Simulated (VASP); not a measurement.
The system is Ti.

```
CELL_PARAMETERS angstrom
0.00000 2.03000 2.03000
2.03000 0.00000 2.03000
2.03000 2.03000 0.00000
ATOMIC_POSITIONS crystal
Ti 0.00000 0.00000 0.00000
```

This isn't the form of Ti at room conditions, which is hcp.

- Program: VASP 6.6.1
- Task: relaxation of cell and atoms
- Functional: PBE-based screened hybrid with 25 % exact exchange
- Potentials or basis: VASP PAW PBE potentials, release 64 (Ti_sv)
- Cutoff: 600 eV
- k mesh: 6 × 6 × 6
- Occupations: fermi-dirac, width 0.05 eV
- Spin: no spin polarisation

At the start: pressure 3.9 GPa; volume 16.73 Å³/atom.

Q: Where does the relaxation end?

A: Over 4 steps the energy falls by 6.4 meV/atom and the volume is 17.24 Å³/atom (+3.0 %); space group Fm-3m (No. 225, to 0.1 Å) before and after.

Step by step:
| step | energy change (eV) | largest force (eV/Å) | pressure (GPa) | volume (Å³) |
| --- | --- | --- | --- | --- |
| 1 | 0.0000 | 0.0000 | 3.94 | 16.73 |
| 2 | -0.0013 | 0.0000 | -3.07 | 17.75 |
| 3 | -0.0064 | 0.0000 | -0.11 | 17.26 |
| 4 | -0.0064 | 0.0000 | 0.01 | 17.24 |

Final structure:
```
Ti
1.0
     0.00000    2.05040    2.05040
     2.05040    0.00000    2.05040
     2.05040    2.05040    0.00000
Ti
1
Cartesian
  0.0000 0.0000 0.0000
```

Caveat: the k points lie up to 0.44 Å⁻¹ apart in the final cell, too coarse for converged energies and pressures of a metal; the PAW data sets were made with another functional, which shifts forces and pressure a little.
